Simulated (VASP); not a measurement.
# SnBi2O5 (Amm2) in VASP: further runs, part 2 of 2

VASP 6.6.1. Earlier steps stand in the parts before.

## 3. Single point, PBE

Input file INCAR:

```
SYSTEM = SnBi2O5
  PREC = Accurate
  ENCUT = 1340
  EDIFF = 1E-6
  ISMEAR = 0
  SIGMA = 0.1
  LREAL = .FALSE.
  LASPH = .TRUE.
  NELM = 120
  ALGO = Normal
  ISIF = 2
  LWAVE = .FALSE.
  LCHARG = .TRUE.
  GGA = PE
  LELF = .TRUE.
  LVHAR = .TRUE.
  NBANDS = 47
  GGA_COMPAT = .FALSE.
```

Input file KPOINTS:

```
regular mesh
0
G
  4 4 2
  0 0 0
```

Input file POSCAR:

```
SnBi2O5
1.0
    0.0000000000      2.9281154000      4.4457614860
    0.0000000000      2.9281154000     -4.4457614860
   -9.0917477913      0.0000000000      0.0000000000
Sn Bi O
1 2 5
Direct
    0.3473460223      0.6526539777      0.0000000000
    0.6897905257      0.3102094743      0.7874483836
    0.6897905257      0.3102094743      0.2125516164
    0.5685724411      0.9018364140      0.8363315607
    0.0981635860      0.4314275589      0.1636684393
    0.0981635860      0.4314275589      0.8363315607
    0.5685724411      0.9018364140      0.1636684393
    0.5796951320      0.4203048680      0.0000000000
```

Potentials or basis: VASP PAW PBE potentials, release 64 (Sn_d, Bi_d, O_h).

On the command line:

```
> cat potpaw_PBE.64/Sn_d/POTCAR potpaw_PBE.64/Bi_d/POTCAR potpaw_PBE.64/O_h/POTCAR > POTCAR
> mpirun -np 1 vasp_std > vasp.out
```

OUTCAR:

```text
SYSTEM = SnBi2O5
   PREC = Accurate
   ENCUT = 1340
   EDIFF = 1E-6
   ISMEAR = 0
   LREAL = .FALSE.
   LASPH = .TRUE.
   NELM = 120
   ISIF = 2
   GGA = PE

 ion  position               nearest neighbor table
   1  0.347  0.653  0.000-   4 2.03   5 2.03   6 2.03   7 2.03   8 2.07   3 3.61   2 3.61   3 3.78
                             2 3.78   2 3.78   3 3.78
   2  0.690  0.310  0.787-   4 2.06   6 2.06   8 2.17   1 3.61   1 3.78   1 3.78   3 3.86
   3  0.690  0.310  0.213-   5 2.06   7 2.06   8 2.17   1 3.61   1 3.78   1 3.78   2 3.86
   4  0.569  0.902  0.836-   1 2.03   2 2.06
   5  0.098  0.431  0.164-   1 2.03   3 2.06
   6  0.098  0.431  0.836-   1 2.03   2 2.06
   7  0.569  0.902  0.164-   1 2.03   3 2.06
   8  0.580  0.420  0.000-   1 2.07   2 2.17   3 2.17

  LATTYP: Found a base centered orthorhombic cell.
 ALAT       =     5.8562308000
 B/A-ratio  =     1.5183013231
 C/A-ratio  =     1.5524913723

  Lattice vectors:

 A1 = (   0.0000000000,   2.9281154000,   4.4457614860)
 A2 = (   0.0000000000,   2.9281154000,  -4.4457614860)
 A3 = (  -9.0917477913,   0.0000000000,   0.0000000000)
[... 180 lines left out ...]
 fundamental gap:      2.0824438718
 Fermi energy:         0.6932763409

 k-point     1 :       0.0000    0.0000    0.0000
  band No.  band energies     occupation
      1     -22.1226      2.00000
      2     -21.9648      2.00000
      3     -21.9499      2.00000
      4     -21.9228      2.00000
      5     -21.7602      2.00000
      6     -21.7439      2.00000
[... 689 lines left out ...]
     46       7.5820      0.00000
     47       7.6186      0.00000

------------------------ aborting loop because EDIFF is reached ----------------------------------------

  FORCE on cell =-STRESS in cart. coord.  units (eV):
  Direction    XX          YY          ZZ          XY          YZ          ZX
  --------------------------------------------------------------------------------------
  -------------------------------------------------------------------------------------
  Total        0.2268771      0.2112903      0.1019188      0.0000000      0.0000000      0.0000000
  in kB        1.5356406      1.4301395      0.6898479      0.0000000      0.0000000      0.0000000
  external PRESSURE =       1.2185427 kB  Pullay stress =       0.0000000 kB

 VOLUME and BASIS-vectors are now :
 -----------------------------------------------------------------------------
  energy-cutoff  :     1340.00
  volume of cell :      236.71
      direct lattice vectors                 reciprocal lattice vectors
     0.000000000  2.928115400  4.445761486     0.000000000  0.170758297  0.112466672
     0.000000000  2.928115400 -4.445761486     0.000000000  0.170758297 -0.112466672
    -9.091747791  0.000000000  0.000000000    -0.109989853  0.000000000  0.000000000

 POSITION                                       TOTAL-FORCE (eV/Angst)
 -----------------------------------------------------------------------------------
      0.00000      2.92812     -1.35733         0.000000      0.000000     -0.022847
     -7.15928      2.92812      1.68753         0.042294      0.000000     -0.044831
     -1.93247      2.92812      1.68753        -0.042294      0.000000     -0.044831
     -7.60372      4.30553     -1.48161         0.021495      0.000933      0.021551
     -1.48803      1.55070     -1.48161        -0.021495     -0.000933      0.021551
     -7.60372      1.55070     -1.48161         0.021495     -0.000933      0.021551
     -1.48803      4.30553     -1.48161        -0.021495      0.000933      0.021551
      0.00000      2.92812      0.70861         0.000000      0.000000      0.026305
 -----------------------------------------------------------------------------------
    total drift:                               -0.000000      0.000000     -0.001476

  FREE ENERGIE OF THE ION-ELECTRON SYSTEM (eV)
  ---------------------------------------------------
  free  energy   TOTEN  =       -45.5335013995 eV

  energy  without entropy=      -45.5335013995  energy(sigma->0) =      -45.53350140
```

OSZICAR:

```text
N       E                     dE             d eps       ncg     rms          rms(c)
DAV:   1     0.133738931674E+04    0.13374E+04   -0.56611E+04  1323   0.327E+03
DAV:   2     0.308052649299E+03   -0.10293E+04   -0.99615E+03  1332   0.797E+02
DAV:   3    -0.979174378885E+00   -0.30903E+03   -0.29741E+03  1741   0.311E+02
DAV:   4    -0.550280779373E+02   -0.54049E+02   -0.52889E+02  1745   0.111E+02
DAV:   5    -0.571844649417E+02   -0.21564E+01   -0.21464E+01  1787   0.236E+01    0.197E+01
DAV:   6    -0.454542055124E+02    0.11730E+02   -0.43463E+01  2201   0.710E+01    0.691E+00
DAV:   7    -0.457459618770E+02   -0.29176E+00   -0.67703E+00  1463   0.122E+01    0.466E+00
DAV:   8    -0.456542288562E+02    0.91733E-01   -0.20592E+00  2090   0.925E+00    0.252E+00
DAV:   9    -0.455215209063E+02    0.13271E+00   -0.66803E-01  2089   0.607E+00    0.431E-01
DAV:  10    -0.455292976963E+02   -0.77768E-02   -0.50673E-02  1499   0.151E+00    0.188E-01
DAV:  11    -0.455325728043E+02   -0.32751E-02   -0.72732E-03  1542   0.485E-01    0.127E-01
DAV:  12    -0.455332633483E+02   -0.69054E-03   -0.22696E-03  1752   0.285E-01    0.646E-02
DAV:  13    -0.455334420815E+02   -0.17873E-03   -0.48712E-04  1787   0.146E-01    0.436E-02
DAV:  14    -0.455335040617E+02   -0.61980E-04   -0.28946E-04  1630   0.992E-02    0.109E-02
DAV:  15    -0.455335009354E+02    0.31263E-05   -0.39167E-05  1594   0.462E-02    0.739E-03
DAV:  16    -0.455335013995E+02   -0.46413E-06   -0.70750E-06  1370   0.156E-02
   1 F= -.45533501E+02 E0= -.45533501E+02  d E =-.258424E-10
```

Wall time 8 min (1 thread of Intel Xeon 6975P-C (Granite Rapids), shared host); peak memory 1.2 GiB.

What came out:

```yaml
Free_energy: -45.5335 eV
Pressure: 0.1 GPa
Largest_force: 0.062 eV/Å
Band_gap_on_the_k_mesh: 2.08 eV
```

Forces on the atoms (eV/Å):
```
Sn   0.000  0.000 -0.023
Bi   0.042  0.000 -0.045
Bi  -0.042  0.000 -0.045
O    0.021  0.001  0.022
O   -0.021 -0.001  0.022
O    0.021 -0.001  0.022
O   -0.021  0.001  0.022
O    0.000  0.000  0.026
```

Stress tensor (GPa, compression positive):
```
0.15 0.00 0.00
0.00 0.14 0.00
0.00 0.00 0.07
```

Caveat: spin-orbit coupling is left out, which moves the levels of the heavy elements. A k mesh can miss the band edges.
